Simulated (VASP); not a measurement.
Write the native input for VASP 6.6.1 that does the following.

- Task: single point
- Functional: PBE
- Potentials or basis: VASP PAW PBE potentials, release 64 (B, P)
- Cutoff: 520 eV
- k mesh: 16 × 16 × 16
- Occupations: gaussian, width 0.1 eV
- Spin: no spin polarisation
- Dipole correction: no
- Further INCAR settings: ALGO = Normal; EDIFF = 1e-06; NBANDS = 14

The structure of BP2 lies in POSCAR:

```
BP2
1.0
    0.0000000000      2.6401189340      2.6401189340
    2.6401189340      0.0000000000      2.6401189340
    2.6401189340      2.6401189340      0.0000000000
B P
1 2
Direct
    0.0000000000      0.0000000000      0.0000000000
    0.2500000000      0.2500000000      0.2500000000
    0.7500000000      0.7500000000      0.7500000000
```

The input as run:

INCAR

```
SYSTEM = BP2
ALGO     = Normal         ! electronic algorithm
EDIFF    = 1E-6           ! SCF threshold, eV
ENCUT    = 520            ! plane-wave cutoff, eV
GGA      = PE             ! functional
ISIF     = 2              ! what is computed and relaxed
ISMEAR   = 0              ! smearing method
LASPH    = .TRUE.         ! aspherical terms in the spheres
LCHARG   = .TRUE.         ! write CHGCAR
LELF     = .TRUE.         ! ELF
LREAL    = .FALSE.        ! projectors in reciprocal space
LVHAR    = .TRUE.       
LWAVE    = .FALSE.        ! write WAVECAR
NBANDS   = 14             ! bands
NELM     = 100            ! most SCF steps
PREC     = Accurate       ! precision mode
SIGMA    = 0.1            ! smearing width, eV
```

KPOINTS

```
k-points
0
G
  16 16 16
  0 0 0
```

Potentials or basis: VASP PAW PBE potentials, release 64 (B, P).

Command:

```bash
$ cat potpaw_PBE.64/B/POTCAR potpaw_PBE.64/P/POTCAR > POTCAR
$ mpirun -np 1 vasp_std > vasp.out
```

Results of the run:

* Pressure: -0.2 GPa

It took 29 s on 1 thread of Intel(R) Xeon(R) 6975P-C (Granite Rapids) (shared host), peak memory 0.19 GiB.
